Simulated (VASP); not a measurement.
# Fe3Ge (Fm-3m) in VASP: single point with PBEsol

Aim: the single point of Fe3Ge with PBEsol.

All numbers are computed with VASP 6.6.1; they aren't measurements. Logs are shortened: lines on timing, memory, paths and dates and some standing lists are left out, and cuts for length are marked.

### 1 The cell of the first run

It takes space group Fm-3m (No. 225, cubic). The conventional cell has a = 5.789 Å, b = 5.789 Å, c = 5.789 Å, α = 90.00°, β = 90.00°, γ = 90.00°. Ge (site symmetry m-3m) has 14 Fe at 2.51 to 2.89 Å within 3.3 Å. Fe (site symmetry -43m) has 4 Ge at 2.51 Å and 10 Fe at 2.51 to 2.89 Å within 3.3 Å. Within 3.3 Å of Fe (site symmetry m-3m) lie 8 Fe at 2.51 Å and 6 Ge at 2.89 Å.

### 2 Single point, PBEsol, collinear spin, ferromagnetic start

File INCAR:

```
  ALGO = Normal
  EDIFF = 1E-6
  ENCUT = 690
  GGA = PS
  GGA_COMPAT = False
  ISIF = 2
  ISMEAR = -1
  ISPIN = 2
  LASPH = True
  LCHARG = False
  LMAXMIX = 4
  LORBIT = 11
  LREAL = False
  LWAVE = False
  MAGMOM = 0 3 3 3
  NBANDS = 43
  NELM = 200
  PREC = Accurate
  SIGMA = 0.05
```

File KPOINTS:

```
k-points
0
Gamma
  8 8 8
```

File POSCAR:

```
Fe3Ge
1.0
    0.0000000000      2.8946295970      2.8946295970
    2.8946295970      0.0000000000      2.8946295970
    2.8946295970      2.8946295970      0.0000000000
Ge Fe
1 3
Direct
    0.0000000000      0.0000000000      0.0000000000
    0.7500000000      0.7500000000      0.7500000000
    0.2500000000      0.2500000000      0.2500000000
    0.5000000000      0.5000000000      0.5000000000
```

Potentials or basis: VASP PAW PBE potentials, release 64 (Ge_d, Fe_sv).

Run with:

```bash
cat potpaw_PBE.64/Ge_d/POTCAR potpaw_PBE.64/Fe_sv/POTCAR > POTCAR
mpirun -np 1 vasp_std > vasp.out
```

OUTCAR:

```text
EDIFF = 1E-6
   ENCUT = 690
   GGA = PS
   ISIF = 2
   ISMEAR = -1
   ISPIN = 2
   LASPH = True
   LORBIT = 11
   LREAL = False
   NELM = 200
   PREC = Accurate

 ion  position               nearest neighbor table
   1  0.000  0.000  0.000-   2 2.51   2 2.51   2 2.51   3 2.51   3 2.51   3 2.51   2 2.51   3 2.51

   2  0.750  0.750  0.750-   4 2.51   4 2.51   1 2.51   4 2.51   1 2.51   1 2.51   4 2.51   1 2.51

   3  0.250  0.250  0.250-   1 2.51   1 2.51   1 2.51   4 2.51   4 2.51   4 2.51   1 2.51   4 2.51

   4  0.500  0.500  0.500-   3 2.51   3 2.51   2 2.51   3 2.51   2 2.51   2 2.51   3 2.51   2 2.51

  LATTYP: Found a face centered cubic cell.
 ALAT       =     5.7892591940

  Lattice vectors:

 A1 = (   0.0000000000,   2.8946295970,   2.8946295970)
 A2 = (   2.8946295970,   0.0000000000,   2.8946295970)
 A3 = (   2.8946295970,   2.8946295970,   0.0000000000)

Analysis of symmetry for initial positions (statically):
=====================================================================
 Subroutine PRICEL returns:
 Original cell was already a primitive cell.

 Routine SETGRP: Setting up the symmetry group for a
 face centered cubic supercell.

 Subroutine GETGRP returns: Found 48 space group operations
 (whereof 48 operations were pure point group operations)
 out of a pool of 48 trial point group operations.

The static configuration has the point symmetry O_h .

Analysis of symmetry for dynamics (positions and initial velocities):
=====================================================================
 Subroutine PRICEL returns:
 Original cell was already a primitive cell.

 Routine SETGRP: Setting up the symmetry group for a
 face centered cubic supercell.

 Subroutine GETGRP returns: Found 48 space group operations
 (whereof 48 operations were pure point group operations)
 out of a pool of 48 trial point group operations.

The dynamic configuration has the point symmetry O_h .

Analysis of structural, dynamic, and magnetic symmetry:
=====================================================================
 Subroutine PRICEL returns:
 Original cell was already a primitive cell.

 Routine SETGRP: Setting up the symmetry group for a
 face centered cubic supercell.

 Subroutine GETGRP returns: Found 48 space group operations
 (whereof 48 operations were pure point group operations)
 out of a pool of 48 trial point group operations.

[... 123 lines left out ...]
     AMIX     =   0.40;   BMIX     =  1.00
     AMIX_MAG =   1.60;   BMIX_MAG =  1.00
  volume/ion in A,a.u.               =      12.13        81.84
  Fermi-wavevector in a.u.,A,eV,Ry     =   1.776652  3.357386 42.946691  3.156493
  Thomas-Fermi vector in A             =   2.842203
   LORBIT       =     11    0 simple, 1 ext, 2 COOP (PROOUT), +10 PAW based schemes
   GGA     = PS    functional components
   LHFCALC =     F    Hartree Fock is set to
   AEXX    =    0.0000 exact exchange contribution
   IVDW    =     0    specifies the selected vdW correction
   LEPSILON=     F    determine dielectric tensor
   LRPA    =     F    only Hartree local field effects (RPA)
 spin polarized calculation
  energy-cutoff  :      690.00
  volume of cell :       48.51
 maximum number of plane-waves:      2012
   NGX = 17   NGY = 17   NGZ = 17

 number of electron      62.0000013 magnetization       5.9443501

 Free energy of the ion-electron system (eV)
  ---------------------------------------------------
  ext. energy  EPLUGINS =         0.00000000
  ---------------------------------------------------
  free energy    TOTEN  =       -32.48444586 eV

  energy without entropy =      -32.45556666  energy(sigma->0) =      -32.47000626

 E-fermi :  11.4495     XC(G=0): -13.5845

 val. band max:       11.4447177104   @ k =   0.2500   0.0000   0.0000
 cond. band min:      11.4622034593   @ k =  -0.2500   0.3750   0.1250
 fundamental gap:      0.0174857489
 Fermi energy:        11.4495306381

 spin component 1

 k-point     1 :       0.0000    0.0000    0.0000
  band No.  band energies     occupation
      1     -76.7990      1.00000
      2     -75.9452      1.00000
      3     -75.9346      1.00000
      4     -42.9822      1.00000
      5     -42.9822      1.00000
      6     -42.9822      1.00000
[... 1093 lines left out ...]
     42      21.5908      0.00000
     43      24.4001      0.00000

 [... further k-points ...]

 spin component 2

 k-point     1 :       0.0000    0.0000    0.0000
  band No.  band energies     occupation
      1     -73.9350      1.00000
      2     -73.9072      1.00000
      3     -73.8006      1.00000
      4     -40.2084      1.00000
      5     -40.2084      1.00000
      6     -40.2084      1.00000
[... 1093 lines left out ...]
     42      22.2061      0.00000
     43      24.6820      0.00000

 [... further k-points ...]
[... 5 lines left out ...]
  --------------------------------------------------------------------------------------
  -------------------------------------------------------------------------------------
  Total       -4.2684456     -4.2684456     -4.2684456      0.0000000     -0.0000000      0.0000000
  in kB     -140.9844915   -140.9844915   -140.9844915      0.0000000     -0.0000000      0.0000000
  external PRESSURE =    -140.9844915 kB  Pullay stress =       0.0000000 kB

 VOLUME and BASIS-vectors are now :
 -----------------------------------------------------------------------------
  energy-cutoff  :      690.00
  volume of cell :       48.51
      direct lattice vectors                 reciprocal lattice vectors
     0.000000000  2.894629597  2.894629597    -0.172733672  0.172733672  0.172733672
     2.894629597  0.000000000  2.894629597     0.172733672 -0.172733672  0.172733672
     2.894629597  2.894629597  0.000000000     0.172733672  0.172733672 -0.172733672

 POSITION                                       TOTAL-FORCE (eV/Angst)
 -----------------------------------------------------------------------------------
      0.00000      0.00000      0.00000         0.000000      0.000000      0.000000
      4.34194      4.34194      4.34194         0.000000     -0.000000     -0.000000
      1.44731      1.44731      1.44731        -0.000000      0.000000      0.000000
      2.89463      2.89463      2.89463         0.000000      0.000000      0.000000
 -----------------------------------------------------------------------------------
    total drift:                                0.000000      0.000000      0.000000

  FREE ENERGIE OF THE ION-ELECTRON SYSTEM (eV)
  ---------------------------------------------------
  free  energy   TOTEN  =       -32.4844458570 eV

  energy  without entropy=      -32.4555666584  energy(sigma->0) =      -32.47000626

 total charge

# of ion       s       p       d       tot
------------------------------------------
    1        1.059   1.276  10.120  12.455
    2        2.150   6.022   5.627  13.799
    3        2.150   6.022   5.627  13.799
    4        2.171   6.025   5.533  13.729
--------------------------------------------------
tot          7.531  19.344  26.908  53.783

 magnetization (x)

# of ion       s       p       d       tot
------------------------------------------
    1        0.000  -0.066  -0.010  -0.076
    2        0.001  -0.002   1.719   1.718
    3        0.001  -0.002   1.719   1.718
    4        0.000  -0.001   2.501   2.501
--------------------------------------------------
tot          0.002  -0.071   5.930   5.861
```

Wall time 4.7 min (1 thread of AMD EPYC 7R43 (Zen 3), shared host); peak memory 0.28 GiB.

Results:

```yaml
Free_energy: -32.4844 eV
Pressure: -14.1 GPa
Net_moment: 5.94 μB per cell
Site_moments: Ge -0.08; Fe +1.72, +2.50 (each value once) μB
Valence_electrons_inside_the_program's_atomic_spheres: Ge 12.46; Fe 13.80, 13.73 (each value once)
```

Caveat: the cell stands under tension; the PAW data sets were made with another functional, which shifts forces and pressure a little.
